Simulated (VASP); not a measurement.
# Cs (Pm-3m) in VASP: a series of runs, part 2 of 2

VASP 6.6.1. Earlier steps stand in the parts before.

### 5 Single point, LDA (103.63 Å³/atom)

This run uses another cell than the first one, of 103.63 Å³/atom.

INCAR reads:

```
PREC = Accurate
ENCUT = 520
EDIFF = 1E-6
ISMEAR = -1
SIGMA = 0.1
LREAL = F
LASPH = T
NELM = 80
ALGO = Normal
ISIF = 2
LWAVE = F
LCHARG = T
GGA = CA
LELF = T
LVHAR = T
NBANDS = 10
```

KPOINTS reads:

```
Automatic mesh
0
Gamma
  8 8 8
```

POSCAR reads:

```
Cs
1.0
    4.6971559676      0.0000000000      0.0000000000
    0.0000000000      4.6971559676      0.0000000000
    0.0000000000      0.0000000000      4.6971559676
Cs
1
Direct
    0.0000000000      0.0000000000      0.0000000000
```

Potentials or basis: VASP PAW LDA potentials, release 64 (Cs_sv).

Command:

```console
$ cat potpaw_LDA.64/Cs_sv/POTCAR > POTCAR
$ mpirun -np 1 vasp_std > vasp.out
```

OUTCAR:

```text
PREC = Accurate
   ENCUT = 520
   EDIFF = 1E-6
   ISMEAR = -1
   LREAL = F
   LASPH = T
   NELM = 80
   ISIF = 2
   GGA = CA

 ion  position               nearest neighbor table
   1  0.000  0.000  0.000-

  LATTYP: Found a simple cubic cell.
 ALAT       =     4.6971559676

  Lattice vectors:

 A1 = (   4.6971559676,   0.0000000000,   0.0000000000)
 A2 = (   0.0000000000,   4.6971559676,   0.0000000000)
 A3 = (   0.0000000000,   0.0000000000,   4.6971559676)

Analysis of symmetry for initial positions (statically):
=====================================================================
 Subroutine PRICEL returns:
 Original cell was already a primitive cell.

 Routine SETGRP: Setting up the symmetry group for a
 simple cubic supercell.

 Subroutine GETGRP returns: Found 48 space group operations
 (whereof 48 operations were pure point group operations)
 out of a pool of 48 trial point group operations.

The static configuration has the point symmetry O_h .

Analysis of symmetry for dynamics (positions and initial velocities):
=====================================================================
 Subroutine PRICEL returns:
 Original cell was already a primitive cell.

 Routine SETGRP: Setting up the symmetry group for a
 simple cubic supercell.

 Subroutine GETGRP returns: Found 48 space group operations
 (whereof 48 operations were pure point group operations)
 out of a pool of 48 trial point group operations.

The dynamic configuration has the point symmetry O_h .

 Subroutine INISYM returns: Found 48 space group operations
 (whereof 48 operations are pure point group operations),
 and found     1 'primitive' translations

----------------------------------------------------------------------------------------

                                     Primitive cell

  volume of cell :     103.6346

  direct lattice vectors                    reciprocal lattice vectors
[... 103 lines left out ...]
   IMIX   =      4    mixing-type and parameters
     AMIX     =   0.40;   BMIX     =  1.00
     AMIX_MAG =   1.60;   BMIX_MAG =  1.00
  volume/ion in A,a.u.               =     103.63       699.36
  Fermi-wavevector in a.u.,A,eV,Ry     =   0.724971  1.369997  7.150992  0.525583
  Thomas-Fermi vector in A             =   1.815575
   LORBIT       =      0    0 simple, 1 ext, 2 COOP (PROOUT), +10 PAW based schemes
   GGA     = CA    functional components
   LHFCALC =     F    Hartree Fock is set to
   AEXX    =    0.0000 exact exchange contribution
   IVDW    =     0    specifies the selected vdW correction
   LEPSILON=     F    determine dielectric tensor
   LRPA    =     F    only Hartree local field effects (RPA)
 non-spin polarized calculation
  energy-cutoff  :      520.00
  volume of cell :      103.63
 maximum number of plane-waves:      2829
 NGX is ok and might be reduce to    36
   NGX = 17   NGY = 17   NGZ = 17

 number of electron       8.9999998 magnetization

 Free energy of the ion-electron system (eV)
  ---------------------------------------------------
  ext. energy  EPLUGINS =         0.00000000
  ---------------------------------------------------
  free energy    TOTEN  =        -0.91017382 eV

  energy without entropy =       -0.86909879  energy(sigma->0) =       -0.88963631

 E-fermi :   0.5918     XC(G=0):  -5.8018

 val. band max:        0.5309733155   @ k =   0.3750   0.2500   0.1250
 cond. band min:       0.6936091366   @ k =   0.5000   0.1250   0.1250
 fundamental gap:      0.1626358211
 Fermi energy:         0.5918463602

 k-point     1 :       0.0000    0.0000    0.0000
  band No.  band energies     occupation
      1     -23.3500      2.00000
      2     -10.0234      2.00000
      3     -10.0234      2.00000
      4     -10.0234      2.00000
      5      -1.2042      2.00000
      6       1.7907      0.00001
      7       1.7907      0.00001
      8       5.2662      0.00000
      9       5.2662      0.00000
     10       5.2662      0.00000
[... 287 lines left out ...]
 k-point    24 :       0.5000    0.3750    0.1250
  band No.  band energies     occupation
      1     -23.3193      2.00000
      2     -10.2861      2.00000
      3     -10.2396      2.00000
      4     -10.0164      2.00000
      5       0.9001      0.08770
      6       1.7098      0.00003
      7       2.6183      0.00000
      8       2.8514      0.00000
      9       4.0776      0.00000
     10       4.2373      0.00000

 [... further k-points ...]
[... 5 lines left out ...]
  --------------------------------------------------------------------------------------
  -------------------------------------------------------------------------------------
  Total        0.0167261      0.0167261      0.0167261      0.0000000     -0.0000000      0.0000000
  in kB        0.2585832      0.2585832      0.2585832      0.0000000     -0.0000000      0.0000000
  external PRESSURE =       0.2585832 kB  Pullay stress =       0.0000000 kB

 VOLUME and BASIS-vectors are now :
 -----------------------------------------------------------------------------
  energy-cutoff  :      520.00
  volume of cell :      103.63
      direct lattice vectors                 reciprocal lattice vectors
     4.697155968  0.000000000  0.000000000     0.212894783  0.000000000  0.000000000
     0.000000000  4.697155968  0.000000000     0.000000000  0.212894783  0.000000000
     0.000000000  0.000000000  4.697155968     0.000000000  0.000000000  0.212894783

 POSITION                                       TOTAL-FORCE (eV/Angst)
 -----------------------------------------------------------------------------------
      0.00000      0.00000      0.00000         0.000000      0.000000      0.000000
 -----------------------------------------------------------------------------------
    total drift:                               -0.000000      0.000000     -0.000000

  FREE ENERGIE OF THE ION-ELECTRON SYSTEM (eV)
  ---------------------------------------------------
  free  energy   TOTEN  =        -0.9101738239 eV

  energy  without entropy=       -0.8690987918  energy(sigma->0) =       -0.88963631
```

stdout:

```text
POSCAR found type information on POSCAR Cs
 POSCAR found :  1 types and       1 ions
 scaLAPACK will be used
 LDA part: xc-table for (Slater(with rela. corr.)+CA(PZ))
 , standard interpolation
 POSCAR, INCAR and KPOINTS ok, starting setup
 FFT: planning ... GRIDC
 FFT: planning ... GRID_SOFT
 FFT: planning ... GRID
 WAVECAR not read
 entering main loop
```

Run time: 32 s. Hardware: 1 thread of AMD EPYC 7R13, shared host; peak memory 0.15 GiB.

Results:

```yaml
Free_energy: -0.9102 eV
Pressure: 0.0 GPa
Band_gap_on_the_k_mesh: zero (an odd number of electrons rules out a gap without spin polarisation)
```

Caveat: spin-orbit coupling is left out, which moves the levels of the heavy elements.

The gap in the log of VASP goes by the Fermi energy; the results here count the filled bands.